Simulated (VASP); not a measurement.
A run of VASP 6.6.1 is set up as follows.

File INCAR:

```
SYSTEM = Tc3Sn
  ALGO = Normal
  EDIFF = 1E-6
  ENCUT = 500
  GGA = LIBXC
  GGA_COMPAT = .False.
  ISIF = 2
  ISMEAR = 0
  ISYM = 0
  LASPH = .True.
  LCHARG = .True.
  LELF = .True.
  LIBXC1 = LDA_X
  LIBXC2 = LDA_C_PW
  LREAL = .False.
  LVHAR = .True.
  LWAVE = .False.
  NBANDS = 34
  NELM = 120
  PREC = Accurate
  SIGMA = 0.15
```

The input KPOINTS:

```
Automatic mesh
0
Gamma
  6 6 6
  0.5 0.5 0.5
```

File POSCAR:

```
Tc3Sn
1.0
    0.0000000000      3.1721900000      3.1721900000
    3.1721900000      0.0000000000      3.1721900000
    3.1721900000      3.1721900000      0.0000000000
Tc Sn
3 1
Direct
    0.2500000000      0.2500000000      0.2500000000
    0.7500000000      0.7500000000      0.7500000000
    0.5000000000      0.5000000000      0.5000000000
    0.0000000000      0.0000000000      0.0000000000
```

Potentials or basis: VASP PAW PBE potentials, release 64 (Tc_pv, Sn_d).

The run is started by

```console
$ cat potpaw_PBE.64/Tc_pv/POTCAR potpaw_PBE.64/Sn_d/POTCAR > POTCAR
$ mpirun -np 1 vasp_std > vasp.out
```

Task: Estimate the pressure.

Result: -14.5 GPa.

Task: Predict the band gap on the k mesh.

Result: Zero (an odd number of electrons rules out a gap without spin polarisation).

Caveat: the cell stands under tension; the PAW data sets were made with another functional, which shifts forces and pressure a little; spin-orbit coupling is left out, which moves the levels of the heavy elements.
